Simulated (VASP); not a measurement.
**Hf: relaxation of shape and atoms at fixed volume with PBE**

The system is Hf.

```
Hf
1.0
     3.06888    0.00000    0.00000
    -1.53444    2.65773    0.00000
     0.00000    0.00000    4.86338
Hf
2
Direct
  0.33333 0.66667 0.25000
  0.66667 0.33333 0.75000
```

```json
{
  "Program": "VASP 6.6.1",
  "Task": "relaxation of shape and atoms at fixed volume",
  "Functional": "PBE",
  "Potentials or basis": "VASP PAW PBE potentials, release 64 (Hf_pv)",
  "Cutoff": "600 eV",
  "k mesh": "15 × 15 × 8",
  "Occupations": "gaussian, width 0.1 eV",
  "Spin": "no spin polarisation",
  "Dipole correction": "no",
  "Further INCAR settings": "ALGO = Fast; EDIFF = 1e-06; IBRION = 2; EDIFFG = -0.01; NSW = 50; ISIF = 4"
}
```

```json
{
 "Energy gained by relaxing": "0.0 meV/atom",
 "Ionic steps": "2",
 "Pressure after relaxing": "16.6 GPa",
 "Band gap on the k mesh": "zero (bands 10 and 11 overlap by 1.62 eV)"
}
```

Final structure:
```
CELL_PARAMETERS angstrom
3.06784 0.00000 0.00000
-1.53392 2.65683 0.00000
0.00000 0.00000 4.86669
ATOMIC_POSITIONS crystal
Hf 0.33333 0.66667 0.25000
Hf 0.66667 0.33333 0.75000
```

Levels at points of the mesh, in eV from the Fermi level:
```tsv
k point	band 6	band 7	band 8	band 9	band 10	band 11	band 12	band 13	band 14
(0.00, 0.00, 0.00)	-29.78	-7.80	-4.13	1.09	1.18	1.18	1.48	2.14	2.14
(0.00, 0.00, 0.50)	-29.87	-5.60	-5.60	0.08	0.08	1.07	1.07	1.07	1.07
```

It took 3.5 min on 1 thread of AMD EPYC 7R13, on a shared host, peak memory 0.21 GiB.

Caveat: spin-orbit coupling is left out, which moves the levels of the heavy elements.
